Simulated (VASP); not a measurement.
# Be2C3 (R-3m) in VASP: single point with PBE

Aim: the single point of Be2C3 with PBE.

All numbers are computed with VASP 6.6.1; they aren't measurements. Logs are shortened: lines on timing, memory, paths and dates and some standing lists are left out, and cuts for length are marked.

## (1) The cell of the first run

Symmetry: R-3m, No. 166, trigonal system. Conventional cell: a = 2.667 Å, b = 2.667 Å, c = 23.660 Å, α = 90.00°, β = 90.00°, γ = 120.00°. Be (site symmetry 3m) has 3 C at 1.67 Å and 3 Be at 1.99 Å within 2.2 Å. C (site symmetry -3m) has 6 Be at 1.67 Å within 2.2 Å. Within 2.1 Å of C (site symmetry 3m) lie 3 C at 1.54 Å.

## (2) Single point, PBE

INCAR

```
SYSTEM = Be2C3
PREC = Accurate
ENCUT = 520
EDIFF = 1E-6
ISMEAR = 0
SIGMA = 0.1
LREAL = .FALSE.
LASPH = .TRUE.
NELM = 80
ALGO = Normal
ISIF = 2
LWAVE = .FALSE.
LCHARG = .FALSE.
GGA = PE
NBANDS = 16
```

KPOINTS

```
Automatic mesh
0
G
  18 18 18
  0 0 0
```

POSCAR

```
Be2C3
1.0
    1.3337291763      0.7700288990      7.8867297438
   -1.3337291763      0.7700288990      7.8867297438
    0.0000000000     -1.5400577979      7.8867297438
Be C
2 3
Direct
    0.3600890131      0.3600890131      0.3600890131
    0.6399109869      0.6399109869      0.6399109869
    0.0000000000      0.0000000000      0.0000000000
    0.1666752764      0.1666752764      0.1666752764
    0.8333247236      0.8333247236      0.8333247236
```

Potentials or basis: VASP PAW PBE potentials, release 64 (Be, C).

Command:

```console
> cat potpaw_PBE.64/Be/POTCAR potpaw_PBE.64/C/POTCAR > POTCAR
> mpirun -np 1 vasp_std > vasp.out
```

OUTCAR:

```text
SYSTEM = Be2C3
   PREC = Accurate
   ENCUT = 520
   EDIFF = 1E-6
   ISMEAR = 0
   LREAL = .FALSE.
   LASPH = .TRUE.
   NELM = 80
   ISIF = 2
   GGA = PE

 ion  position               nearest neighbor table
   1  0.360  0.360  0.360-   3 1.67   3 1.67   3 1.67   2 1.99   2 1.99   2 1.99
   2  0.640  0.640  0.640-   3 1.67   3 1.67   3 1.67   1 1.99   1 1.99   1 1.99
   3  0.000  0.000  0.000-   2 1.67   2 1.67   1 1.67   1 1.67   2 1.67   1 1.67
   4  0.167  0.167  0.167-   5 1.54   5 1.54   5 1.54
   5  0.833  0.833  0.833-   4 1.54   4 1.54   4 1.54

  LATTYP: Found a trigonal (rhomboedric) cell.
 ALAT       =     8.0356881518
 COS(alpha) =     0.9449041166

  Lattice vectors:

 A1 = (   1.3337291763,   0.7700288990,   7.8867297438)
 A2 = (  -1.3337291763,   0.7700288990,   7.8867297438)
 A3 = (   0.0000000000,  -1.5400577979,   7.8867297438)

Analysis of symmetry for initial positions (statically):
=====================================================================
 Subroutine PRICEL returns:
 Original cell was already a primitive cell.

 Routine SETGRP: Setting up the symmetry group for a
 trigonal (rhombohedral) supercell.

 Subroutine GETGRP returns: Found 12 space group operations
 (whereof 12 operations were pure point group operations)
 out of a pool of 12 trial point group operations.

The static configuration has the point symmetry D_3d.

Analysis of symmetry for dynamics (positions and initial velocities):
=====================================================================
 Subroutine PRICEL returns:
 Original cell was already a primitive cell.

 Routine SETGRP: Setting up the symmetry group for a
 trigonal (rhombohedral) supercell.

 Subroutine GETGRP returns: Found 12 space group operations
 (whereof 12 operations were pure point group operations)
 out of a pool of 12 trial point group operations.

The dynamic configuration has the point symmetry D_3d.

 Subroutine INISYM returns: Found 12 space group operations
 (whereof 12 operations are pure point group operations),
 and found     1 'primitive' translations

----------------------------------------------------------------------------------------

                                     Primitive cell

  volume of cell :      48.5985

  direct lattice vectors                    reciprocal lattice vectors
[... 95 lines left out ...]
   EDIFFG = 0.1E-04   stopping-criterion for IOM
   NSW    =      0    number of steps for IOM
   IBRION =     -1    ionic relax: 0-MD 1-quasi-New 2-CG
   NFREE  =      0    steps in history (QN), initial steepest desc. (CG)
   ISIF   =      2    stress and relaxation
   ISYM   =      2    0-nonsym 1-usesym 2-fastsym
   POTIM  = 0.5000    time-step for ionic-motion
   TEBEG  =    0.0;   TEEND  =   0.0 temperature during run
   PSTRESS=    0.0 pullay stress
   NELECT =      16.0000    total number of electrons
   NUPDOWN=      -1.0000    fix difference up-down
   EMIN   =  10.00;   EMAX   =-10.00  energy-range for DOS
   EFERMI =   0.00;   METHOD = LEGACY
   ISMEAR =     0;   SIGMA  =   0.10  broadening in eV -4-tet -1-fermi 0-gaus
   EFERMI_NEDOS =   21; number of points for ismear=-14 and -15
   IALGO  =     38    algorithm
   IMIX   =      4    mixing-type and parameters
     AMIX     =   0.40;   BMIX     =  1.00
     AMIX_MAG =   1.60;   BMIX_MAG =  1.00
  volume/ion in A,a.u.               =       9.72        65.59
  Fermi-wavevector in a.u.,A,eV,Ry     =   1.130422  2.136187 17.386252  1.277853
  Thomas-Fermi vector in A             =   2.267118
   LORBIT       =      0    0 simple, 1 ext, 2 COOP (PROOUT), +10 PAW based schemes
   GGA     = PE    functional components
   LHFCALC =     F    Hartree Fock is set to
   AEXX    =    0.0000 exact exchange contribution
   IVDW    =     0    specifies the selected vdW correction
   LEPSILON=     F    determine dielectric tensor
   LRPA    =     F    only Hartree local field effects (RPA)
 non-spin polarized calculation
 Gauss-broadening in eV      SIGMA  =   0.10
  energy-cutoff  :      520.00
  volume of cell :       48.60
 maximum number of plane-waves:      1333
   NGX = 29   NGY = 29   NGZ = 29

 number of electron      15.9999999 magnetization

 Free energy of the ion-electron system (eV)
  ---------------------------------------------------
  ext. energy  EPLUGINS =         0.00000000
  ---------------------------------------------------
  free energy    TOTEN  =       -32.86656019 eV

  energy without entropy =      -32.86437528  energy(sigma->0) =      -32.86546774

 E-fermi :   4.5519     XC(G=0):  -9.5537

 val. band max:        4.5425952786   @ k =  -0.0556   0.1111   0.0556
 cond. band min:       4.5747817242   @ k =   0.1667   0.0556   0.0000
 fundamental gap:      0.0321864455
 Fermi energy:         4.5518810909

 k-point     1 :       0.0000    0.0000    0.0000
  band No.  band energies     occupation
      1     -14.0975      2.00000
      2      -9.8858      2.00000
      3      -3.1156      2.00000
      4      -0.8810      2.00000
      5       0.6088      2.00000
      6       0.6088      2.00000
[... 433 lines left out ...]
      3      -3.4072      2.00000
      4      -1.6549      2.00000
      5      -1.1759      2.00000
      6      -0.0723      2.00000
[... 8 lines left out ...]
     15      15.1318      0.00000
     16      15.3863      0.00000

 [... further k-points ...]

------------------------ aborting loop because EDIFF is reached ----------------------------------------

  FORCE on cell =-STRESS in cart. coord.  units (eV):
  Direction    XX          YY          ZZ          XY          YZ          ZX
  --------------------------------------------------------------------------------------
  -------------------------------------------------------------------------------------
  Total        0.1554517      0.1554517      0.0332344      0.0000000      0.0000000     -0.0000000
  in kB        5.1248730      5.1248730      1.0956609      0.0000000      0.0000000     -0.0000000
  external PRESSURE =       3.7818023 kB  Pullay stress =       0.0000000 kB

 VOLUME and BASIS-vectors are now :
 -----------------------------------------------------------------------------
  energy-cutoff  :      520.00
  volume of cell :       48.60
      direct lattice vectors                 reciprocal lattice vectors
     1.333729176  0.770028899  7.886729744     0.374888702  0.216442093  0.042265089
    -1.333729176  0.770028899  7.886729744    -0.374888702  0.216442093  0.042265089
     0.000000000 -1.540057798  7.886729744     0.000000000 -0.432884186  0.042265089

 POSITION                                       TOTAL-FORCE (eV/Angst)
 -----------------------------------------------------------------------------------
      0.00000      0.00000      8.51977        -0.000000      0.000000      0.032370
      0.00000      0.00000     15.14042        -0.000000     -0.000000     -0.032370
      0.00000      0.00000      0.00000         0.000000     -0.000000      0.000000
      0.00000      0.00000      3.94357        -0.000000      0.000000      0.000173
      0.00000      0.00000     19.71662        -0.000000     -0.000000     -0.000173
 -----------------------------------------------------------------------------------
    total drift:                               -0.000000      0.000000      0.000000

  FREE ENERGIE OF THE ION-ELECTRON SYSTEM (eV)
  ---------------------------------------------------
  free  energy   TOTEN  =       -32.8665601882 eV

  energy  without entropy=      -32.8643752841  energy(sigma->0) =      -32.86546774
```

Run time: 41 min. Hardware: 1 thread of AMD EPYC 7R13 (Zen 3), shared host; peak memory 0.71 GiB.

What came out:

| Property | Result |
| --- | --- |
| Free energy | -32.8666 eV |
| Pressure | 0.4 GPa |
| Largest force | 0.032 eV/Å |
| Band gap on the k mesh | zero (bands 8 and 9 overlap by 1.90 eV) |

Forces in eV/Å, atoms in the order of the input:
```
Be   0.000  0.000  0.032
Be   0.000  0.000 -0.032
C    0.000  0.000  0.000
C    0.000  0.000  0.000
C    0.000  0.000  0.000
```

Stress tensor (GPa, compression positive):
```
0.51 0.00 0.00
0.00 0.51 0.00
0.00 0.00 0.11
```

Levels at points of the mesh, in eV from the Fermi level:
```tsv
k point	band 5	band 6	band 7	band 8	band 9	band 10	band 11	band 12
(0.00, 0.00, 0.00)	-3.94	-3.94	-0.61	0.92	0.92	5.33	5.97	5.97
(0.50, 0.00, 0.00)	-6.65	-3.16	-2.55	-2.18	0.12	2.58	4.24	5.22
(0.50, 0.50, 0.00)	-6.65	-3.02	-2.55	-2.41	0.37	2.11	4.26	5.66
(0.50, 0.50, 0.50)	-3.94	-3.94	0.46	0.92	0.92	3.57	5.97	5.97
```

The gap in the log of VASP goes by the Fermi energy; the results here count the filled bands.